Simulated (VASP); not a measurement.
A run of VASP 6.6.1:

The input INCAR:

```
SYSTEM = As
  ALGO = Normal
  EDIFF = 1E-6
  ENCUT = 500
  GGA = PS
  GGA_COMPAT = .FALSE.
  ISIF = 2
  ISMEAR = -1
  IVDW = 12
  LASPH = .TRUE.
  LCHARG = .TRUE.
  LELF = .TRUE.
  LREAL = .FALSE.
  LVHAR = .TRUE.
  LWAVE = .FALSE.
  NBANDS = 8
  NELM = 120
  PREC = Accurate
  SIGMA = 0.1
```

File KPOINTS:

```
k-points
0
G
  9 9 9
  0 0 0
```

Contents of POSCAR:

```
As
1.0
    2.7036820000      0.0000000000      0.0000000000
    0.0000000000      2.7036820000      0.0000000000
    0.0000000000      0.0000000000      2.7036820000
As
1
Direct
    0.5000000000      0.5000000000      0.5000000000
```

Potentials or basis: VASP PAW PBE potentials, release 64 (As).

Command:

```bash
$ cat potpaw_PBE.64/As/POTCAR > POTCAR
$ mpirun -np 1 vasp_std > vasp.out
```

Hardware: 1 thread of Intel Xeon 6975P-C (shared host).

Estimate the wall time of this run.

Run time: 2.8 s on 1 thread of Intel Xeon 6975P-C, on a shared host, peak memory 0.13 GiB. Counts: scf iterations 9, k points 35.
